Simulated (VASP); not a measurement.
# FeGe (P2_13) in VASP: single point with PBE

Aim: the single point of FeGe with PBE.

Everything below comes from runs of VASP 6.6.1. Logs are shortened: lines on timing, memory, paths and dates and some standing lists are left out, and cuts for length are marked.

## 1. The cell of the first run

The structure is cubic, space group P2_13 (No. 198). Conventional cell: a = 4.663 Å, b = 4.663 Å, c = 4.663 Å, α = 90.00°, β = 90.00°, γ = 90.00°. Within 3.1 Å of Fe (site symmetry 3) lie 7 Ge at 2.37 to 2.63 Å and 6 Fe at 2.86 Å. Ge (site symmetry 3) has 7 Fe at 2.37 to 2.63 Å and 6 Ge at 2.89 Å within 3.1 Å.

## 2. Single point, PBE, collinear spin, ferromagnetic start

INCAR reads:

```
SYSTEM = FeGe
ALGO     = Fast           ! electronic algorithm
EDIFF    = 1E-7           ! SCF threshold, eV
ENCUT    = 520            ! plane-wave cutoff, eV
GGA      = PE             ! functional
ISIF     = 2              ! what is computed and relaxed
ISMEAR   = 0              ! smearing method
ISPIN    = 2              ! spin polarisation
LASPH    = .True.         ! aspherical terms in the spheres
LCHARG   = .False.        ! write CHGCAR
LMAXMIX  = 4              ! l up to which the mixer works
LORBIT   = 11             ! projections on sites
LREAL    = .False.        ! projectors in reciprocal space
LWAVE    = .False.        ! write WAVECAR
MAGMOM   = 1.27 1.27 1.27 1.27 0 0 0 0 ! initial moments
NBANDS   = 58             ! bands
NELM     = 150            ! most SCF steps
PREC     = Accurate       ! precision mode
SIGMA    = 0.1            ! smearing width, eV
```

KPOINTS reads:

```
k-points
0
Gamma
  8 8 8
  0 0 0
```

POSCAR reads:

```
FeGe
1.0
    4.6629632372      0.0000000000      0.0000000000
    0.0000000000      4.6629632372      0.0000000000
    0.0000000000      0.0000000000      4.6629632372
Fe Ge
4 4
Direct
    0.1348847579      0.1348847579      0.1348847579
    0.3651152421      0.8651152421      0.6348847579
    0.6348847579      0.3651152421      0.8651152421
    0.8651152421      0.6348847579      0.3651152421
    0.8417601527      0.8417601527      0.8417601527
    0.6582398473      0.1582398473      0.3417601527
    0.3417601527      0.6582398473      0.1582398473
    0.1582398473      0.3417601527      0.6582398473
```

Potentials or basis: VASP PAW PBE potentials, release 64 (Fe, Ge_d).

Launch:

```console
$ cat potpaw_PBE.64/Fe/POTCAR potpaw_PBE.64/Ge_d/POTCAR > POTCAR
$ mpirun -np 1 vasp_std > vasp.out
```

OUTCAR:

```text
SYSTEM = FeGe
   EDIFF = 1E-7
   ENCUT = 520
   GGA = PE
   ISIF = 2
   ISMEAR = 0
   ISPIN = 2
   LASPH = .True.
   LORBIT = 11
   LREAL = .False.
   NELM = 150
   PREC = Accurate

 ion  position               nearest neighbor table
   1  0.135  0.135  0.135-   5 2.37   6 2.43   7 2.43   8 2.43   7 2.63   8 2.63   6 2.63   3 2.86
                             4 2.86   2 2.86   2 2.86   4 2.86   3 2.86
   2  0.365  0.865  0.635-   6 2.37   5 2.43   7 2.43   8 2.43   7 2.63   8 2.63   5 2.63   1 2.86
                             1 2.86   3 2.86   3 2.86   4 2.86   4 2.86
   3  0.635  0.365  0.865-   7 2.37   6 2.43   5 2.43   8 2.43   8 2.63   6 2.63   5 2.63   1 2.86
                             4 2.86   2 2.86   2 2.86   4 2.86   1 2.86
   4  0.865  0.635  0.365-   8 2.37   6 2.43   7 2.43   5 2.43   6 2.63   5 2.63   7 2.63   1 2.86
                             3 2.86   2 2.86   1 2.86   2 2.86   3 2.86
   5  0.842  0.842  0.842-   1 2.37   2 2.43   3 2.43   4 2.43   3 2.63   4 2.63   2 2.63   6 2.89
                             7 2.89   8 2.89   6 2.89   8 2.89   7 2.89
   6  0.658  0.158  0.342-   2 2.37   1 2.43   3 2.43   4 2.43   3 2.63   4 2.63   1 2.63   8 2.89
                             5 2.89   5 2.89   7 2.89   7 2.89   8 2.89
   7  0.342  0.658  0.158-   3 2.37   2 2.43   1 2.43   4 2.43   4 2.63   2 2.63   1 2.63   8 2.89
                             5 2.89   8 2.89   6 2.89   6 2.89   5 2.89
   8  0.158  0.342  0.658-   4 2.37   2 2.43   3 2.43   1 2.43   2 2.63   1 2.63   3 2.63   7 2.89
                             5 2.89   7 2.89   5 2.89   6 2.89   6 2.89

  LATTYP: Found a simple cubic cell.
 ALAT       =     4.6629632372

  Lattice vectors:

 A1 = (   4.6629632372,   0.0000000000,   0.0000000000)
 A2 = (   0.0000000000,   4.6629632372,   0.0000000000)
 A3 = (   0.0000000000,   0.0000000000,   4.6629632372)

Analysis of symmetry for initial positions (statically):
=====================================================================
 Subroutine PRICEL returns:
 Original cell was already a primitive cell.

 Routine SETGRP: Setting up the symmetry group for a
 simple cubic supercell.

 Subroutine GETGRP returns: Found 12 space group operations
 (whereof  3 operations were pure point group operations)
 out of a pool of 48 trial point group operations.

The static configuration has the point symmetry C_3 .
 The point group associated with its full space group is T   .

Analysis of symmetry for dynamics (positions and initial velocities):
=====================================================================
 Subroutine PRICEL returns:
 Original cell was already a primitive cell.

 Routine SETGRP: Setting up the symmetry group for a
 simple cubic supercell.

 Subroutine GETGRP returns: Found 12 space group operations
 (whereof  3 operations were pure point group operations)
 out of a pool of 48 trial point group operations.

The dynamic configuration has the point symmetry C_3 .
 The point group associated with its full space group is T   .

[... 178 lines left out ...]
 fundamental gap:      0.0075212484
 Fermi energy:         8.2013691263

 spin component 1

 k-point     1 :       0.0000    0.0000    0.0000
  band No.  band energies     occupation
      1     -16.4706      1.00000
      2     -16.4706      1.00000
      3     -16.4706      1.00000
      4     -16.4326      1.00000
      5     -16.4326      1.00000
      6     -16.4326      1.00000
[... 1405 lines left out ...]
     55      13.2064      0.00000
     56      13.4833      0.00000

 [... further k-points ...]

 spin component 2

 k-point     1 :       0.0000    0.0000    0.0000
  band No.  band energies     occupation
      1     -16.4878      1.00000
      2     -16.4878      1.00000
      3     -16.4878      1.00000
      4     -16.4487      1.00000
      5     -16.4487      1.00000
      6     -16.4487      1.00000
[... 1405 lines left out ...]
     55      13.4442      0.00000
     56      13.7018      0.00000

 [... further k-points ...]

 [bands above 56 left out]

------------------------ aborting loop because EDIFF is reached ----------------------------------------

  FORCE on cell =-STRESS in cart. coord.  units (eV):
  Direction    XX          YY          ZZ          XY          YZ          ZX
  --------------------------------------------------------------------------------------
  -------------------------------------------------------------------------------------
  Total        0.1823757      0.1823757      0.1823757      0.0000000      0.0000000      0.0000000
  in kB        2.8819848      2.8819848      2.8819848      0.0000000      0.0000000      0.0000000
  external PRESSURE =       2.8819848 kB  Pullay stress =       0.0000000 kB

 VOLUME and BASIS-vectors are now :
 -----------------------------------------------------------------------------
  energy-cutoff  :      520.00
  volume of cell :      101.39
      direct lattice vectors                 reciprocal lattice vectors
     4.662963237  0.000000000  0.000000000     0.214455905  0.000000000  0.000000000
     0.000000000  4.662963237  0.000000000     0.000000000  0.214455905  0.000000000
     0.000000000  0.000000000  4.662963237     0.000000000  0.000000000  0.214455905

 POSITION                                       TOTAL-FORCE (eV/Angst)
 -----------------------------------------------------------------------------------
      0.62896      0.62896      0.62896         0.004358      0.004358      0.004358
      1.70252      4.03400      2.96044        -0.004358     -0.004358      0.004358
      2.96044      1.70252      4.03400         0.004358     -0.004358     -0.004358
      4.03400      2.96044      1.70252        -0.004358      0.004358     -0.004358
      3.92510      3.92510      3.92510        -0.004445     -0.004445     -0.004445
      3.06935      0.73787      1.59362         0.004445      0.004445     -0.004445
      1.59362      3.06935      0.73787        -0.004445      0.004445      0.004445
      0.73787      1.59362      3.06935         0.004445     -0.004445      0.004445
 -----------------------------------------------------------------------------------
    total drift:                               -0.000000      0.000000      0.000000

  FREE ENERGIE OF THE ION-ELECTRON SYSTEM (eV)
  ---------------------------------------------------
  free  energy   TOTEN  =       -51.8316744987 eV

  energy  without entropy=      -51.7977758271  energy(sigma->0) =      -51.81472516

 total charge

# of ion       s       p       d       tot
------------------------------------------
    1        0.380   0.504   6.466   7.351
    2        0.380   0.504   6.466   7.351
    3        0.380   0.504   6.466   7.351
    4        0.380   0.504   6.466   7.351
    5        1.115   1.246  10.120  12.481
    6        1.115   1.246  10.120  12.481
    7        1.115   1.246  10.120  12.481
    8        1.115   1.246  10.120  12.481
--------------------------------------------------
tot          5.982   7.000  66.346  79.327

 magnetization (x)

# of ion       s       p       d       tot
------------------------------------------
    1       -0.000  -0.005   1.166   1.161
    2       -0.000  -0.005   1.166   1.161
    3       -0.000  -0.005   1.166   1.161
    4       -0.000  -0.005   1.166   1.161
    5       -0.011  -0.061  -0.006  -0.078
    6       -0.011  -0.061  -0.006  -0.078
    7       -0.011  -0.061  -0.006  -0.078
    8       -0.011  -0.061  -0.006  -0.078
--------------------------------------------------
tot         -0.047  -0.264   4.641   4.330
```

OSZICAR:

```text
N       E                     dE             d eps       ncg     rms          rms(c)
DAV:   1     0.974287182568E+03    0.97429E+03   -0.35312E+04 12358   0.402E+03
DAV:   2     0.153125310435E+03   -0.82116E+03   -0.77695E+03 10440   0.932E+02
DAV:   3    -0.400167414791E+02   -0.19314E+03   -0.18209E+03 10440   0.266E+02
DAV:   4    -0.567724743229E+02   -0.16756E+02   -0.16363E+02 12050   0.892E+01
DAV:   5    -0.572188212975E+02   -0.44635E+00   -0.44419E+00 11916   0.162E+01    0.243E+01
RMM:   6    -0.605321924307E+02   -0.33134E+01   -0.68426E+01 13442   0.510E+01    0.281E+01
RMM:   7    -0.519170648284E+02    0.86151E+01   -0.19360E+01 11604   0.312E+01    0.589E+00
RMM:   8    -0.518325616339E+02    0.84503E-01   -0.65977E-01 14572   0.382E+00    0.210E+00
RMM:   9    -0.518339588198E+02   -0.13972E-02   -0.22318E-01 15464   0.196E+00    0.105E+00
RMM:  10    -0.518319974063E+02    0.19614E-02   -0.46035E-02 16280   0.104E+00    0.383E-01
RMM:  11    -0.518315780588E+02    0.41935E-03   -0.71462E-03 15477   0.475E-01    0.190E-01
RMM:  12    -0.518316052043E+02   -0.27146E-04   -0.15219E-03 16210   0.270E-01    0.947E-02
RMM:  13    -0.518316770014E+02   -0.71797E-04   -0.41210E-04 17019   0.892E-02    0.305E-02
RMM:  14    -0.518316750963E+02    0.19050E-05   -0.61800E-05 16500   0.428E-02    0.153E-02
RMM:  15    -0.518316741781E+02    0.91826E-06   -0.98295E-06 16919   0.152E-02    0.642E-03
RMM:  16    -0.518316742186E+02   -0.40533E-07   -0.16988E-06 14534   0.645E-03    0.201E-03
RMM:  17    -0.518316745077E+02   -0.28914E-06   -0.22862E-07  8594   0.308E-03    0.113E-03
RMM:  18    -0.518316744987E+02    0.90640E-08   -0.67676E-08  7235   0.193E-03
   1 F= -.51831674E+02 E0= -.51814725E+02  d E =-.338987E-01  mag=     4.1942
```

stdout:

```text
POSCAR found type information on POSCAR FeGe
[... 24 lines left out ...]
 num prob  num prob  num prob  num prob  num prob  num prob  num prob  num prob  num prob  num prob  num prob  num prob  num prob  num prob  num prob  num prob  num prob  num prob  num prob  num prob  num prob  num prob  num prob  num prob  num prob  num prob  num prob  num prob  num prob  num prob  num prob  num prob  num prob  num prob  num prob  num prob  num prob  num prob  num prob  num prob  num prob  num prob  num prob  num prob  num prob  num prob  num prob  num prob  num prob  num prob  num prob  num prob  num prob  num prob  num prob  num prob  num prob  num prob RMM:  18    -0.518316744987E+02    0.90640E-08   -0.67676E-08  7235   0.193E-03
```

Run time: 12 min. Hardware: 1 thread of Oxide Virtual Turin-like, shared host; peak memory 0.45 GiB.

What came out:

| Item | Value |
| --- | --- |
| Free energy | -51.8317 eV |
| Pressure | 0.3 GPa |
| Largest force | 0.008 eV/Å |
| Net moment | 4.19 μB per cell |
| Site moments | Fe +1.16; Ge -0.08 μB |
| Valence electrons inside the program's atomic spheres | Fe 7.35; Ge 12.48 |

Forces on the atoms (eV/Å):
```
Fe   0.004  0.004  0.004
Fe  -0.004 -0.004  0.004
Fe   0.004 -0.004 -0.004
Fe  -0.004  0.004 -0.004
Ge  -0.004 -0.004 -0.004
Ge   0.004  0.004 -0.004
Ge  -0.004  0.004  0.004
Ge   0.004 -0.004  0.004
```
